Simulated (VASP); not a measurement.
As: single point with r2SCANh

As, a slab with vacuum:

```xyz
2
Lattice="3.5749 0.0000 0.0000 -1.7875 3.0960 0.0000 0.0000 0.0000 26.4156" Properties=species:S:1:pos:R:3 pbc="T T T"
As    0.0000    2.0640    8.4694
As    1.7875    1.0320    9.8384
```

| Quantity | Value |
| --- | --- |
| Program | VASP 6.6.1 |
| Task | single point |
| Functional | r2SCANh |
| Potentials or basis | VASP PAW PBE potentials, release 64 (As) |
| Cutoff | 520 eV |
| k mesh | 6 × 6 × 1 |
| Occupations | gaussian, width 0.01 eV |
| Spin | no spin polarisation |
| Dipole correction | yes |
| Grid for exact exchange (PRECFOCK) | Normal |
| Further INCAR settings | ALGO = Normal; EDIFF = 1e-07; NBANDS = 12 |
| Share of exact exchange | 0.1 |

```json
{
  "Largest force": "0.120 eV/Å",
  "Band gap on the k mesh": "2.45 eV (least direct gap 3.01 eV)"
}
```

Forces on the atoms (eV/Å):
```
As   0.000  0.000  0.120
As   0.000  0.000 -0.120
```

Levels at points of the mesh, in eV from the valence-band top:
```
           k point  band 3  band 4  band 5  band 6  band 7  band 8
(0.00, 0.00, 0.00)   -0.49    0.00    0.00    3.01    4.40    4.40
(0.50, 0.00, 0.00)   -3.62   -2.10   -1.60    2.81    4.12    5.61
```

Run time: 5.3 min on 1 thread of Intel(R) Xeon(R) 6975P-C (Granite Rapids), on a shared host, peak memory 0.44 GiB.

Caveat: the PAW data sets were made with another functional, which shifts forces and pressure a little.
